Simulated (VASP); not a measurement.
# Mg2C (Fm-3m) in VASP: further runs, part 2 of 2

VASP 6.6.1. The steps go on from the part before.

### Step 4. Single point, LDA

The input, INCAR:

```
PREC = Accurate
ENCUT = 520
EDIFF = 1E-6
ISMEAR = 0
SIGMA = 0.01
LREAL = F
LASPH = T
NELM = 60
ALGO = Normal
ISIF = 2
LWAVE = F
LCHARG = T
LELF = T
LVHAR = T
NBANDS = 11
```

The input, KPOINTS:

```
Automatic mesh
0
Gamma
  8 8 8
```

The input, POSCAR:

```
Mg2C
1.0
    0.0000000000      2.7109426128      2.7109426128
    2.7109426128      0.0000000000      2.7109426128
    2.7109426128      2.7109426128      0.0000000000
C Mg
1 2
Direct
    0.0000000000      0.0000000000      0.0000000000
    0.2500000000      0.2500000000      0.2500000000
    0.7500000000      0.7500000000      0.7500000000
```

Potentials or basis: VASP PAW LDA potentials, release 64 (C, Mg).

On the command line:

```sh
$ cat potpaw_LDA.64/C/POTCAR potpaw_LDA.64/Mg/POTCAR > POTCAR
$ mpirun -np 1 vasp_std > vasp.out
```

OUTCAR:

```text
PREC = Accurate
   ENCUT = 520
   EDIFF = 1E-6
   ISMEAR = 0
   LREAL = F
   LASPH = T
   NELM = 60
   ISIF = 2

 ion  position               nearest neighbor table
   1  0.000  0.000  0.000-   3 2.35   3 2.35   3 2.35   2 2.35   2 2.35   2 2.35   3 2.35   2 2.35

   2  0.250  0.250  0.250-   1 2.35   1 2.35   1 2.35   1 2.35   3 2.71   3 2.71   3 2.71   3 2.71
                             3 2.71   3 2.71
   3  0.750  0.750  0.750-   1 2.35   1 2.35   1 2.35   1 2.35   2 2.71   2 2.71   2 2.71   2 2.71
                             2 2.71   2 2.71

  LATTYP: Found a face centered cubic cell.
 ALAT       =     5.4218852256

  Lattice vectors:

 A1 = (   0.0000000000,   2.7109426128,   2.7109426128)
 A2 = (   2.7109426128,   0.0000000000,   2.7109426128)
 A3 = (   2.7109426128,   2.7109426128,   0.0000000000)

Analysis of symmetry for initial positions (statically):
=====================================================================
 Subroutine PRICEL returns:
 Original cell was already a primitive cell.

 Routine SETGRP: Setting up the symmetry group for a
 face centered cubic supercell.

 Subroutine GETGRP returns: Found 48 space group operations
 (whereof 48 operations were pure point group operations)
 out of a pool of 48 trial point group operations.

The static configuration has the point symmetry O_h .

Analysis of symmetry for dynamics (positions and initial velocities):
=====================================================================
 Subroutine PRICEL returns:
 Original cell was already a primitive cell.

 Routine SETGRP: Setting up the symmetry group for a
 face centered cubic supercell.

 Subroutine GETGRP returns: Found 48 space group operations
 (whereof 48 operations were pure point group operations)
 out of a pool of 48 trial point group operations.

The dynamic configuration has the point symmetry O_h .

 Subroutine INISYM returns: Found 48 space group operations
 (whereof 48 operations are pure point group operations),
 and found     1 'primitive' translations
[... 120 lines left out ...]
  Thomas-Fermi vector in A             =   2.087731
   LORBIT       =      0    0 simple, 1 ext, 2 COOP (PROOUT), +10 PAW based schemes
   GGA     = CA    functional components
   LHFCALC =     F    Hartree Fock is set to
   AEXX    =    0.0000 exact exchange contribution
   IVDW    =     0    specifies the selected vdW correction
   LEPSILON=     F    determine dielectric tensor
   LRPA    =     F    only Hartree local field effects (RPA)
 non-spin polarized calculation
 Gauss-broadening in eV      SIGMA  =   0.01
  energy-cutoff  :      520.00
  volume of cell :       39.85
 maximum number of plane-waves:      1090
 NGX is ok and might be reduce to    30
   NGX = 15   NGY = 15   NGZ = 15

 number of electron       8.0000000 magnetization

 Free energy of the ion-electron system (eV)
  ---------------------------------------------------
  ext. energy  EPLUGINS =         0.00000000
  ---------------------------------------------------
  free energy    TOTEN  =       -13.22530710 eV

  energy without entropy =      -13.22530710  energy(sigma->0) =      -13.22530710

 E-fermi :   3.6396     XC(G=0): -10.2040

 val. band max:        3.5818045174   @ k =   0.0000   0.0000   0.0000
 cond. band min:       4.3358619840   @ k =   0.5000   0.5000   0.0000
 fundamental gap:      0.7540574666
 Fermi energy:         3.6396280429

 k-point     1 :       0.0000    0.0000    0.0000
  band No.  band energies     occupation
      1      -7.0107      2.00000
      2       3.5818      2.00000
      3       3.5818      2.00000
      4       3.5818      2.00000
      5       5.1603      0.00000
      6      10.0663      0.00000
      7      10.0663      0.00000
      8      10.0663      0.00000
      9      13.1837      0.00000
     10      13.1837      0.00000
     11      14.1652      0.00000
[... 309 lines left out ...]
 k-point    24 :      -0.3750    0.2500    0.1250
  band No.  band energies     occupation
      1      -5.1795      2.00000
      2      -0.6651      2.00000
      3       1.5959      2.00000
      4       2.5365      2.00000
      5       7.2199      0.00000
      6       8.3456      0.00000
      7      10.5670      0.00000
      8      10.7566      0.00000
      9      13.1247      0.00000
     10      13.9897      0.00000
     11      16.7436      0.00000

 [... further k-points ...]
[... 5 lines left out ...]
  --------------------------------------------------------------------------------------
  -------------------------------------------------------------------------------------
  Total       -1.0083807     -1.0083807     -1.0083807     -0.0000000     -0.0000000      0.0000000
  in kB      -40.5456393    -40.5456393    -40.5456393     -0.0000000     -0.0000000      0.0000000
  external PRESSURE =     -40.5456393 kB  Pullay stress =       0.0000000 kB

 VOLUME and BASIS-vectors are now :
 -----------------------------------------------------------------------------
  energy-cutoff  :      520.00
  volume of cell :       39.85
      direct lattice vectors                 reciprocal lattice vectors
     0.000000000  2.710942613  2.710942613    -0.184437692  0.184437692  0.184437692
     2.710942613  0.000000000  2.710942613     0.184437692 -0.184437692  0.184437692
     2.710942613  2.710942613  0.000000000     0.184437692  0.184437692 -0.184437692

 POSITION                                       TOTAL-FORCE (eV/Angst)
 -----------------------------------------------------------------------------------
      0.00000      0.00000      0.00000         0.000000     -0.000000      0.000000
      1.35547      1.35547      1.35547         0.000000     -0.000000      0.000000
      4.06641      4.06641      4.06641        -0.000000      0.000000     -0.000000
 -----------------------------------------------------------------------------------
    total drift:                                0.000000     -0.000000     -0.000000

  FREE ENERGIE OF THE ION-ELECTRON SYSTEM (eV)
  ---------------------------------------------------
  free  energy   TOTEN  =       -13.2253071037 eV

  energy  without entropy=      -13.2253071037  energy(sigma->0) =      -13.22530710
```

OSZICAR:

```text
N       E                     dE             d eps       ncg     rms          rms(c)
DAV:   1     0.511669016866E+01    0.51167E+01   -0.32225E+03   638   0.602E+02
DAV:   2    -0.143776165892E+02   -0.19494E+02   -0.17787E+02   847   0.839E+01
DAV:   3    -0.156536338478E+02   -0.12760E+01   -0.12727E+01   783   0.195E+01
DAV:   4    -0.156626554791E+02   -0.90216E-02   -0.90209E-02   727   0.207E+00
DAV:   5    -0.156627069001E+02   -0.51421E-04   -0.51421E-04   755   0.153E-01    0.709E+00
DAV:   6    -0.133067458082E+02    0.23560E+01   -0.15095E+01   733   0.141E+01    0.216E+00
DAV:   7    -0.132631033923E+02    0.43642E-01   -0.20315E-01   674   0.280E+00    0.142E+00
DAV:   8    -0.132304501647E+02    0.32653E-01   -0.94181E-02   656   0.203E+00    0.669E-01
DAV:   9    -0.132260985046E+02    0.43517E-02   -0.67505E-03   728   0.402E-01    0.337E-01
DAV:  10    -0.132253086163E+02    0.78989E-03   -0.23635E-03   692   0.260E-01    0.116E-02
DAV:  11    -0.132253068538E+02    0.17625E-05   -0.38633E-05   797   0.347E-02    0.163E-02
DAV:  12    -0.132253071037E+02   -0.24995E-06   -0.13277E-06   534   0.646E-03
   1 F= -.13225307E+02 E0= -.13225307E+02  d E =-.996080E-19
```

stdout:

```text
POSCAR found type information on POSCAR C Mg
 POSCAR found :  2 types and       3 ions
 scaLAPACK will be used
 LDA part: xc-table for (Slater(with rela. corr.)+CA(PZ))
 , standard interpolation
 POSCAR, INCAR and KPOINTS ok, starting setup
 FFT: planning ... GRIDC
 FFT: planning ... GRID_SOFT
 FFT: planning ... GRID
 WAVECAR not read
 entering main loop
```

Run time: 29 s. Hardware: 1 thread of Intel Xeon 8259CL, shared host; peak memory 0.15 GiB.

Results:

- Free energy: -13.2253 eV
- Pressure: -4.1 GPa
- Band gap on the k mesh: 0.75 eV (least direct gap 1.58 eV)

Levels at points of the mesh, in eV from the valence-band top:
```tsv
k point	band 2	band 3	band 4	band 5	band 6	band 7
(0.00, 0.00, 0.00)	0.00	0.00	0.00	1.58	6.48	6.48
(0.50, 0.00, 0.00)	-4.76	-0.43	-0.43	3.40	5.54	5.54
(0.50, 0.50, 0.00)	-4.08	-1.54	-1.54	0.75	3.98	8.88
```

Caveat: the cell stands under tension; the structure was generated, so it needn't be the stable form of Mg2C; semilocal functionals underestimate gaps, and a narrow one can read as zero. A k mesh can miss the band edges.

### Step 5. Single point, PBEsol

The input, INCAR:

```
SYSTEM = Mg2C
PREC = Accurate ; ENCUT = 520
EDIFF = 1E-7 ; ISMEAR = -1
SIGMA = 0.02 ; LREAL = .False.
LASPH = .True. ; NELM = 80
ALGO = Normal ; ISIF = 2
LWAVE = .False. ; LCHARG = .False.
GGA = PS ; NBANDS = 11
```

The input, KPOINTS:

```
Automatic mesh
0
Gamma
  8 8 8
  0 0 0
```

The input, POSCAR:

```
Mg2C
1.0
    0.0000000000      2.7118211279      2.7118211279
    2.7118211279      0.0000000000      2.7118211279
    2.7118211279      2.7118211279      0.0000000000
C Mg
1 2
Direct
    0.0000000000      0.0000000000      0.0000000000
    0.2500000000      0.2500000000      0.2500000000
    0.7500000000      0.7500000000      0.7500000000
```

Potentials or basis: VASP PAW PBE potentials, release 64 (C, Mg).

On the command line:

```sh
$ cat potpaw_PBE.64/C/POTCAR potpaw_PBE.64/Mg/POTCAR > POTCAR
$ mpirun -np 1 vasp_std > vasp.out
```

Run time: 34 s. Hardware: 1 thread of Intel Xeon 8259CL, shared host; peak memory 0.17 GiB.

Results (log left out):

* Free energy: -12.3710 eV
* Pressure: 0.0 GPa
* Band gap on the k mesh: 0.68 eV (least direct gap 1.49 eV)

Levels at points of the mesh, in eV from the valence-band top:
```
           k point  band 1  band 2  band 3  band 4  band 5  band 6  band 7  band 8
(0.00, 0.00, 0.00)  -10.68    0.00    0.00    0.00    1.49    6.56    6.56    6.56
(0.50, 0.00, 0.00)   -9.12   -4.77   -0.42   -0.42    3.44    5.57    5.57    5.86
(0.50, 0.50, 0.00)   -8.63   -4.06   -1.54   -1.54    0.68    4.09    8.99    9.32
```

Caveat: the structure was generated, so it needn't be the stable form of Mg2C; semilocal functionals underestimate gaps, and a narrow one can read as zero; the PAW data sets were made with another functional, which shifts forces and pressure a little.

### Step 6. Single point, r2SCAN

The input, POSCAR:

```
Mg2C
1.0
    0.0000000000      2.7109426128      2.7109426128
    2.7109426128      0.0000000000      2.7109426128
    2.7109426128      2.7109426128      0.0000000000
C Mg
1 2
Direct
    0.0000000000      0.0000000000      0.0000000000
    0.2500000000      0.2500000000      0.2500000000
    0.7500000000      0.7500000000      0.7500000000
```

The input, INCAR.step1:

```
SYSTEM = Mg2C
PREC = Accurate
ENCUT = 520
ISMEAR = -1
SIGMA = 0.02
LREAL = .FALSE.
LASPH = .TRUE.
NELM = 100
NBANDS = 11
GGA = PE
ALGO = Normal
EDIFF = 1E-4
LWAVE = .TRUE.
LCHARG = .FALSE.
```

The input, INCAR.step2:

```
SYSTEM = Mg2C
PREC = Accurate
ENCUT = 520
EDIFF = 1E-6
ISMEAR = -1
SIGMA = 0.02
LREAL = .FALSE.
LASPH = .TRUE.
NELM = 100
ALGO = Normal
ISIF = 2
LWAVE = .FALSE.
LCHARG = .TRUE.
METAGGA = R2SCAN
LMIXTAU = .TRUE.
LELF = .TRUE.
LVHAR = .TRUE.
NBANDS = 11
ISTART = 1
```

The input, KPOINTS:

```
Automatic mesh
0
G
  8 8 8
  0 0 0
```

Potentials or basis: VASP PAW PBE potentials, release 64 (C, Mg).

On the command line:

```sh
$ cat potpaw_PBE.64/C/POTCAR potpaw_PBE.64/Mg/POTCAR > POTCAR
$ cp INCAR.step1 INCAR
$ mpirun -np 1 vasp_std > vasp.out
$ cp INCAR.step2 INCAR
$ mpirun -np 1 vasp_std > vasp.out
```

Wall time 2.4 min (1 thread of Intel Xeon 8259CL, shared host); peak memory 0.17 GiB.

It converged, with:

| Property | Result |
| --- | --- |
| Free energy | -17.8077 eV |
| Pressure | -0.4 GPa |
| Band gap on the k mesh | 1.11 eV (least direct gap 1.95 eV) |

Levels at points of the mesh, in eV from the valence-band top:
```
           k point  band 1  band 2  band 3  band 4  band 5  band 6  band 7  band 8
(0.00, 0.00, 0.00)  -11.29    0.00    0.00    0.00    1.95    7.21    7.21    7.21
(0.50, 0.00, 0.00)   -9.78   -4.81   -0.43   -0.43    4.03    6.12    6.12    6.63
(0.50, 0.50, 0.00)   -9.29   -4.09   -1.58   -1.58    1.11    4.76    9.96   10.24
```

Caveat: the structure was generated, so it needn't be the stable form of Mg2C; the PAW data sets were made with another functional, which shifts forces and pressure a little. A k mesh can miss the band edges.

### Step 7. Summary

```csv
level,potentials or basis,cell,k mesh,smearing,gap on the mesh (eV),pressure (GPa)
PBE,"VASP PAW PBE potentials, release 64 (C, Mg)","a = 3.834 Å, angles 60.0°, 3 atoms",4 × 4 × 4,gaussian 0.01 eV,0.69,1.6
LDA,"VASP PAW LDA potentials, release 64 (C, Mg)","a = 3.788 Å, angles 60.0°, 3 atoms",8 × 8 × 8,fermi-dirac 0.02 eV,0.75,-0.6
LDA,"VASP PAW LDA potentials, release 64 (C, Mg)","a = 3.834 Å, angles 60.0°, 3 atoms",8 × 8 × 8,gaussian 0.01 eV,0.75,-4.1
PBEsol,"VASP PAW PBE potentials, release 64 (C, Mg)","a = 3.835 Å, angles 60.0°, 3 atoms",8 × 8 × 8,fermi-dirac 0.02 eV,0.68,0.0
r2SCAN,"VASP PAW PBE potentials, release 64 (C, Mg)","a = 3.834 Å, angles 60.0°, 3 atoms",8 × 8 × 8,fermi-dirac 0.02 eV,1.11,-0.4
```

Alike in all rows: task single point; no spin polarisation; cutoff (eV) 520.

Caveats: some runs use coarse meshes; the structure was generated, so it needn't be the stable form of Mg2C; semilocal functionals underestimate gaps, and a narrow one can read as zero (at least some runs); the PAW data sets were made with another functional, which shifts forces and pressure a little (at least some runs); the cell stands under tension (at least some runs).

Absolute energies hang on the potentials; compare differences alone.
